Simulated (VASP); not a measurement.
# FeSi in VASP: a series of runs, part 3 of 3

VASP 6.6.1. The steps go on from the part before.

### 5 Single point, PBEsol, collinear spin, ferromagnetic start

This run uses another cell than the first one, of 11.66 Å³/atom.

File INCAR:

```
PREC = Accurate
ENCUT = 520
EDIFF = 1E-6
ISMEAR = -1
SIGMA = 0.05
LREAL = F
LASPH = T
NELM = 150
ALGO = Normal
ISIF = 2
LWAVE = F
LCHARG = F
ISPIN = 2
MAGMOM = 3 3 3 3 0 0 0 0
LORBIT = 11
LMAXMIX = 4
GGA = PS
NBANDS = 38
```

File KPOINTS:

```
Automatic mesh
0
Gamma
  5 5 5
```

File POSCAR:

```
FeSi
1.0
    4.5507000000      0.0000000000      0.0000000000
    0.0000000000      4.5507000000      0.0000000000
    0.0000000000      0.0000000000      4.5051930000
Fe Si
4 4
Direct
    0.8634800000      0.6365200000      0.3634800000
    0.6365200000      0.3634800000      0.8634800000
    0.3634800000      0.8634800000      0.6365200000
    0.1365200000      0.1365200000      0.1365200000
    0.1576000000      0.3424000000      0.6576000000
    0.3424000000      0.6576000000      0.1576000000
    0.6576000000      0.1576000000      0.3424000000
    0.8424000000      0.8424000000      0.8424000000
```

Started as:

```
> cat potpaw_PBE.64/Fe/POTCAR potpaw_PBE.64/Si/POTCAR > POTCAR
> mpirun -np 1 vasp_std > vasp.out
```

Wall time 5.3 min (1 thread of Intel Xeon Platinum 8488C (Sapphire Rapids), shared host); peak memory 0.31 GiB.

It converged, with:

```
Free energy                                           : -63.3546 eV
Pressure                                              : -15.2 GPa
Largest force                                         : 0.052 eV/Å
Net moment                                            : 3.23 μB per cell
Site moments                                          : Fe +0.89; Si -0.04 μB
Valence electrons inside the program's atomic spheres : Fe 7.51; Si 1.60
```

Forces on the atoms (eV/Å):
```
Fe   0.029 -0.042 -0.010
Fe  -0.029  0.042 -0.010
Fe   0.029  0.042  0.010
Fe  -0.029 -0.042  0.010
Si   0.002  0.019 -0.029
Si  -0.002 -0.019 -0.029
Si   0.002 -0.019  0.029
Si  -0.002  0.019  0.029
```

Stress tensor (GPa, compression positive):
```
-15.83   0.00   0.00
  0.00 -15.83   0.00
  0.00   0.00 -14.06
```

Levels at points of the mesh, in eV from the Fermi level:
Spin up:
| k point | band 22 | band 23 | band 24 | band 25 | band 26 | band 27 | band 28 | band 29 | band 30 | band 31 |
| --- | --- | --- | --- | --- | --- | --- | --- | --- | --- | --- |
| (0.00, 0.00, 0.00) | -0.65 | -0.59 | -0.58 | 0.14 | 0.14 | 0.15 | 2.57 | 2.58 | 2.58 | 3.08 |
Spin down:
```
           k point  band 18  band 19  band 20  band 21  band 22  band 23  band 24  band 25  band 26  band 27
(0.00, 0.00, 0.00)    -1.60    -1.59     0.03     0.05     0.10     0.26     0.29     1.05     1.05     1.05
```

Caveat: the cell stands under tension; the PAW data sets were made with another functional, which shifts forces and pressure a little.

### 6 Single point, LDA, collinear spin, ferromagnetic start

File INCAR:

```
SYSTEM = FeSi
PREC     = Accurate       ! precision mode
ENCUT    = 520            ! plane-wave cutoff, eV
EDIFF    = 1E-7           ! SCF threshold, eV
ISMEAR   = -1             ! smearing method
SIGMA    = 0.05           ! smearing width, eV
LREAL    = .False.        ! projectors in reciprocal space
LASPH    = .True.         ! aspherical terms in the spheres
NELM     = 150            ! most SCF steps
ALGO     = Normal         ! electronic algorithm
ISIF     = 2              ! what is computed and relaxed
LWAVE    = .False.        ! write WAVECAR
LCHARG   = .False.        ! write CHGCAR
ISPIN    = 2              ! spin polarisation
MAGMOM   = 3 3 3 3 0 0 0 0 ! initial moments
LORBIT   = 11             ! projections on sites
LMAXMIX  = 4              ! l up to which the mixer works
GGA      = CA             ! functional
NBANDS   = 38             ! bands
```

File KPOINTS:

```
Automatic mesh
0
Gamma
  6 6 6
  0 0 0
```

POSCAR, as its differences from that of step 5:

```diff
@@ -4,3 +4,3 @@
     0.0000000000      4.5507000000      0.0000000000
-    0.0000000000      0.0000000000      4.5051930000
+    0.0000000000      0.0000000000      4.5507000000
 Fe Si
```

Potentials or basis: VASP PAW LDA potentials, release 64 (Fe, Si).

Started as:

```
> cat potpaw_LDA.64/Fe/POTCAR potpaw_LDA.64/Si/POTCAR > POTCAR
> mpirun -np 1 vasp_std > vasp.out
```

Wall time 4.5 min (1 thread of Intel Xeon Platinum 8259CL at 2.50GHz (Skylake/Cascade Lake), shared host); peak memory 0.25 GiB.

It converged, with:

```
Free energy                                           : -65.6781 eV
Pressure                                              : -24.1 GPa
Largest force                                         : 0.337 eV/Å
Band gap on the k mesh                                : 0.11 eV (least direct gap 0.13 eV)
Net moment                                            : 0.00 μB per cell
Valence electrons inside the program's atomic spheres : Fe 7.50; Si 1.60
```

Forces on the atoms (eV/Å):
```
Fe   0.194 -0.194  0.194
Fe  -0.194  0.194  0.194
Fe   0.194  0.194 -0.194
Fe  -0.194 -0.194 -0.194
Si   0.187 -0.187  0.187
Si  -0.187  0.187  0.187
Si   0.187  0.187 -0.187
Si  -0.187 -0.187 -0.187
```

Levels at points of the mesh, in eV from the valence-band top:
Spin up:
```
           k point  band 20  band 21  band 22  band 23  band 24  band 25  band 26  band 27  band 28  band 29
(0.00, 0.00, 0.00)    -0.24    -0.24    -0.24    -0.02    -0.02     0.55     0.55     0.55     2.70     2.70
(0.50, 0.00, 0.00)    -1.11    -0.33    -0.33    -0.02    -0.02     0.14     0.14     1.55     1.55     1.94
(0.50, 0.50, 0.00)    -1.15    -0.92    -0.92    -0.31    -0.31     0.55     0.55     1.13     1.13     2.39
(0.50, 0.50, 0.50)    -0.66    -0.59    -0.59    -0.59    -0.59     0.39     0.39     0.39     0.39     5.14
```
Spin down:
```csv
k point,band 21,band 22,band 23,band 24,band 25,band 26,band 27,band 28
"(0.00, 0.00, 0.00)",-0.24,-0.24,-0.02,-0.02,0.55,0.55,0.55,2.70
"(0.50, 0.00, 0.00)",-0.33,-0.33,-0.02,-0.02,0.14,0.14,1.55,1.55
"(0.50, 0.50, 0.00)",-0.92,-0.92,-0.31,-0.31,0.55,0.55,1.13,1.13
"(0.50, 0.50, 0.50)",-0.59,-0.59,-0.59,-0.59,0.39,0.39,0.39,0.39
```

Caveat: the cell stands under tension; the moments typed at the start vanished in this run. A k mesh can miss the band edges.

### 7 Single point, SCAN, collinear spin, ferromagnetic start

POSCAR is that of step 6.

File INCAR.step1:

```
SYSTEM = FeSi
  ISPIN = 2
  MAGMOM = 3 3 3 3 0 0 0 0
  LORBIT = 11
  ISMEAR = 0
  SIGMA = 0.03
  LWAVE = .True.
  LCHARG = .True.
  ISIF = 2
  NELM = 100
  ALGO = Normal
  PREC = Accurate
  LASPH = .True.
  LREAL = .False.
  EDIFF = 1E-5
  GGA_COMPAT = .False.
  ENCUT = 440
  EFERMI = MIDGAP
  LMAXMIX = 4
  KPAR = 2
  GGA = PE
```

File INCAR.step2:

```
SYSTEM = FeSi
  METAGGA = SCAN
  ISPIN = 2
  MAGMOM = 3 3 3 3 0 0 0 0
  LORBIT = 11
  ISMEAR = 0
  SIGMA = 0.03
  LWAVE = .False.
  LCHARG = .False.
  ISIF = 2
  NELM = 100
  ALGO = All
  PREC = Accurate
  LASPH = .True.
  LREAL = .False.
  EDIFF = 1E-6
  GGA_COMPAT = .False.
  ENCUT = 440
  EFERMI = MIDGAP
  LMAXMIX = 4
  LMIXTAU = .True.
  KPAR = 2
  ISTART = 1
  ISEARCH = 1
```

File KPOINTS:

```
k-points
0
Gamma
  4 4 4
```

Potentials or basis: VASP PAW PBE potentials, release 64 (Fe, Si).

Started as:

```
> cat potpaw_PBE.64/Fe/POTCAR potpaw_PBE.64/Si/POTCAR > POTCAR
> cp INCAR.step1 INCAR
> mpirun -np 2 vasp_std > vasp.out
> cp INCAR.step2 INCAR
> mpirun -np 2 vasp_std > vasp.out
```

Run time: 2.7 min. Hardware: 2 MPI ranks of AMD EPYC 9R45 (Zen 5), shared host; peak memory 0.25 GiB.

It converged, with:

| Item | Value |
| --- | --- |
| Free energy | -115.0451 eV |
| Pressure | -16.4 GPa |
| Largest force | 0.152 eV/Å |
| Net moment | 4.47 μB per cell |
| Site moments | Fe +1.35; Si -0.11 μB |
| Valence electrons inside the program's atomic spheres | Fe 7.49; Si 1.60 |

Forces in eV/Å, atoms in the order of the input:
```
Fe   0.088 -0.088  0.088
Fe  -0.088  0.088  0.088
Fe   0.088  0.088 -0.088
Fe  -0.088 -0.088 -0.088
Si  -0.062  0.062 -0.062
Si   0.062 -0.062 -0.062
Si  -0.062 -0.062  0.062
Si   0.062  0.062  0.062
```

Levels at points of the mesh, in eV from the Fermi level:
Spin up:
```tsv
k point	band 23	band 24	band 25	band 26	band 27	band 28	band 29	band 30
(0.00, 0.00, 0.00)	-1.35	-1.35	-0.59	-0.59	-0.59	2.32	2.32	2.32
(0.50, 0.00, 0.00)	-1.18	-1.18	-0.97	-0.97	0.67	0.67	1.09	1.09
(0.50, 0.50, 0.00)	-1.56	-1.56	-0.41	-0.41	0.17	0.17	1.80	1.80
(0.50, 0.50, 0.50)	-1.57	-1.57	-0.72	-0.72	-0.72	-0.72	5.16	5.16
```
Spin down:
| k point | band 20 | band 21 | band 22 | band 23 | band 24 | band 25 |
| --- | --- | --- | --- | --- | --- | --- |
| (0.00, 0.00, 0.00) | 0.13 | 0.13 | 0.13 | 0.44 | 0.44 | 1.50 |
| (0.50, 0.00, 0.00) | -0.78 | 0.06 | 0.06 | 0.36 | 0.36 | 1.06 |
| (0.50, 0.50, 0.00) | -0.69 | -0.64 | -0.64 | 0.13 | 0.13 | 1.34 |
| (0.50, 0.50, 0.50) | -0.33 | -0.28 | -0.28 | -0.28 | -0.28 | 1.25 |

Caveat: the cell stands under tension; the PAW data sets were made with another functional, which shifts forces and pressure a little.

### 8 The runs side by side

| level | cell | k mesh | cutoff (eV) | smearing | dipole correction | tolerance level | purpose | gap on the mesh (eV) | pressure (GPa) | moment (μB) | largest force (eV/Å) |
| --- | --- | --- | --- | --- | --- | --- | --- | --- | --- | --- | --- |
| PBE | a = 4.551 Å, 8 atoms | 6 × 6 × 6 | 520 | fermi-dirac 0.05 eV | no | - | - | none | -10.3 | 3.73 | 0.09 |
| PBEsol | a = 4.551 Å, 8 atoms | 5 × 5 × 5 | 520 | fermi-dirac 0.05 eV | no | - | - | none | -16.6 | 3.50 | 0.06 |
| PBEsol | a = 4.551, b = 4.551, c = 4.505 Å, 8 atoms | 5 × 5 × 5 | 520 | fermi-dirac 0.05 eV | no | - | - | none | -15.2 | 3.23 | 0.05 |
| SCAN | a = 4.551 Å, 8 atoms | 4 × 4 × 4 | 440 | gaussian 0.03 eV | - | standard | a run that is hard to end | none | -16.4 | 4.47 | 0.15 |

Alike in all rows: task single point; potentials or basis VASP PAW PBE potentials, release 64 (Fe, Si); spin collinear, ferromagnetic start.

The pressure there spans -16.6 GPa (PBEsol) to -10.3 GPa (PBE); a positive pressure means that this level wants a larger cell, a negative one a smaller.

Caveats: the cell stands under tension; the PAW data sets were made with another functional, which shifts forces and pressure a little (at least some runs).

Absolute energies hang on the potentials; compare differences alone.
